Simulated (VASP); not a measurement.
Write the native input for VASP 6.6.1 that does the following.

```yaml
Task: electric field gradients
Functional: PBE
Potentials_or_basis: VASP PAW PBE potentials, release 64 (Sb)
Cutoff: 520 eV
k_mesh: 12 × 12 × 7
Occupations: fermi-dirac, width 0.05 eV
Spin: no spin polarisation
Dipole_correction: no
Further_INCAR_settings: ALGO = Normal; EDIFF = 1e-08; NBANDS = 12
```

The structure of Sb lies in POSCAR:

```
Sb
1.0
    3.3690001795      0.0336900018      0.0336900018
   -1.6553236924      2.9007947399      0.0123313965
    0.0533000000      0.0533000000      5.3300000000
Sb
2
Direct
    0.3333333333      0.6666666667      0.2500000000
    0.6666666667      0.3333333333      0.7500000000
```

This cell differs from its parent crystal: equal xy, yz and zx shear strains of +2 %.

One way to write it, as run:

INCAR

```
SYSTEM = Sb
PREC     = Accurate       ! precision mode
ENCUT    = 520            ! plane-wave cutoff, eV
EDIFF    = 1E-8           ! SCF threshold, eV
ISMEAR   = -1             ! smearing method
SIGMA    = 0.05           ! smearing width, eV
LREAL    = .False.        ! projectors in reciprocal space
LASPH    = .True.         ! aspherical terms in the spheres
NELM     = 80             ! most SCF steps
ALGO     = Normal         ! electronic algorithm
ISIF     = 2              ! what is computed and relaxed
LWAVE    = .False.        ! write WAVECAR
LCHARG   = .False.        ! write CHGCAR
GGA      = PE             ! functional
LEFG     = .True.       
NBANDS   = 12             ! bands
```

KPOINTS

```
regular mesh
0
Gamma
  12 12 7
  0 0 0
```

Potentials or basis: VASP PAW PBE potentials, release 64 (Sb).

The run is started by

```bash
$ cat potpaw_PBE.64/Sb/POTCAR > POTCAR
$ mpirun -np 1 vasp_std > vasp.out
```

It gave:

```yaml
Pressure: 2.9 GPa
Largest_force: 0.027 eV/Å
Band_gap_on_the_k_mesh: zero (bands 5 and 6 overlap by 6.80 eV)
Largest_electric_field_gradient_by_atom: Sb +21.3 V/Å²
```

Caveat: the cell differs from its parent crystal (equal xy, yz and zx shear strains of +2 %); without QUAD_EFG the Cq values of the log hold for a quadrupole moment of 1 mb, not for the nuclei; spin-orbit coupling is left out, which moves the levels of the heavy elements.

Run time: 5.4 min on 1 thread of Oxide Virtual Turin-like Processor (shared host), peak memory 0.36 GiB.
